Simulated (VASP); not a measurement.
Input of a VASP 6.6.1 run:

Contents of INCAR:

```
SYSTEM = Al
PREC = Accurate
ENCUT = 520
EDIFF = 1E-6
ISMEAR = 0
SIGMA = 0.1
LREAL = Auto
LASPH = .True.
NELM = 60
ALGO = Fast
ISIF = 2
LWAVE = .False.
LCHARG = .False.
GGA = PE
NBANDS = 60
```

File KPOINTS:

```
regular mesh
0
Gamma
  6 6 6
  0 0 0
```

The input POSCAR:

```
Al
1.0
   -6.0624313445     -6.0624313445      0.0000000000
    0.0000000000     -6.0624313445      6.0624313445
   -6.0624313445      0.0000000000      6.0624313445
Al
27
Direct
    0.6666666667      0.0000000000      0.0000000000
    0.3333333333      0.0000000000      0.0000000000
    0.0000000000      0.0000000000      0.0000000000
    0.6666666667      0.3333333333      0.0000000000
    0.3333333333      0.3333333333      0.0000000000
    0.0000000000      0.3333333333      0.0000000000
    0.6666666667      0.6666666667      0.0000000000
    0.3333333333      0.6666666667      0.0000000000
    0.0000000000      0.6666666667      0.0000000000
    0.6666666667      0.0000000000      0.3333333333
    0.3333333333      0.0000000000      0.3333333333
    0.0000000000      0.0000000000      0.3333333333
    0.6666666667      0.3333333333      0.3333333333
    0.3333333333      0.3333333333      0.3333333333
    0.0000000000      0.3333333333      0.3333333333
    0.6666666667      0.6666666667      0.3333333333
    0.3333333333      0.6666666667      0.3333333333
    1.0000000000      0.6666666667      0.3333333333
    0.6666666667      0.0000000000      0.6666666667
    0.3333333333      0.0000000000      0.6666666667
    0.0000000000      0.0000000000      0.6666666667
    0.6666666667      0.3333333333      0.6666666667
    0.3333333333      0.3333333333      0.6666666667
    1.0000000000      0.3333333333      0.6666666667
    0.6666666667      0.6666666667      0.6666666667
    0.3333333333      0.6666666667      0.6666666667
    0.0000000000      0.6666666667      0.6666666667
```

Potentials or basis: VASP PAW PBE potentials, release 64 (Al).

Run with:

```console
$ cat potpaw_PBE.64/Al/POTCAR > POTCAR
$ mpirun -np 1 vasp_std > vasp.out
```

(1) Estimate the pressure.

Results:

(1) -0.1 GPa.
